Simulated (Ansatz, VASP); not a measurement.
## BeTe in VASP and in Ansatz

The input INCAR:

```
PREC     = Accurate       # precision mode
ENCUT    = 600            # plane-wave cutoff, eV
EDIFF    = 1E-6           # SCF threshold, eV
ISMEAR   = 0              # smearing method
SIGMA    = 0.02           # smearing width, eV
LREAL    = F              # projectors in reciprocal space
LASPH    = T              # aspherical terms in the spheres
NELM     = 120            # most SCF steps
ALGO     = Normal         # electronic algorithm
ISIF     = 2              # what is computed and relaxed
LWAVE    = F              # write WAVECAR
LCHARG   = F              # write CHGCAR
GGA      = PS             # functional
NBANDS   = 11             # bands
GGA_COMPAT= F
```

KPOINTS

```
Automatic mesh
0
Gamma
  8 8 8
```

Contents of POSCAR:

```
BeTe
1.0
    0.0000000000      2.8023799439      2.8023799439
    2.8023799439      0.0000000000      2.8023799439
    2.8023799439      2.8023799439      0.0000000000
Be Te
1 1
Direct
    0.0000000000      0.0000000000      0.0000000000
    0.2500000000      0.2500000000      0.2500000000
```

Input for Ansatz:

```yaml
crystal:
  lattice:
    - [0.0, 2.8023799439, 2.8023799439]
    - [2.8023799439, 0.0, 2.8023799439]
    - [2.8023799439, 2.8023799439, 0.0]
  atoms:
    - { symbol: Be, position: [0.0, 0.0, 0.0] }
    - { symbol: Te, position: [0.25, 0.25, 0.25] }
basis:
  ecutwfc: 420
kpoints:
  mp_grid: { grid: [8, 8, 8] }
  band_path:
    path:
      - [[0.0, 0.0, 0.0], [-0.5, -0.5, 0.0], [-0.375, -0.375, 0.25]]
      - [[-0.375, 0.0, 0.375], [0.0, 0.0, 0.0], [0.0, 0.0, 0.5], [-0.5, -0.25, 0.25], [-0.5, -0.5, 0.0]]
    npoints: 10
hamiltonian:
  xc: pbesol
scf:
  occupations: { method: gaussian, width: 0.02 }
  n_extra_bands: 7
output:
  forces: true
  stress: true
  eigenvalues: true
```

Alike in both runs: task single point; functional PBEsol; k mesh 8 × 8 × 8; occupations gaussian, width 0.02 eV; no spin polarisation.

|  | VASP | Ansatz |
| --- | --- | --- |
| version | VASP 6.6.1 | Ansatz 0.2.0 |
| potentials or method | VASP PAW PBE potentials, release 64 (Be, Te), cutoff 600 eV | scalar-relativistic, plane waves, PAW |
| valence electrons in the cell | 8 | 18 |

VASP gave:

| Item | Value |
| --- | --- |
| gap on the k mesh at the Fermi level (eV) | 1.82 |
| least direct gap on the mesh (eV) | 3.59 |
| pressure (GPa) | 0.3 |

Problem. What did Ansatz give for the same quantities?

Solution. gap on the k mesh at the Fermi level (eV): 1.84; least direct gap on the mesh (eV): 3.61; pressure (GPa): 0.0.

VASP's potentials were made for PBE, not for PBEsol. VASP's potentials hold 8 valence electrons a cell and Ansatz's 18, so a difference there can come from the potentials and not from the codes.

Spin-orbit coupling is off throughout.
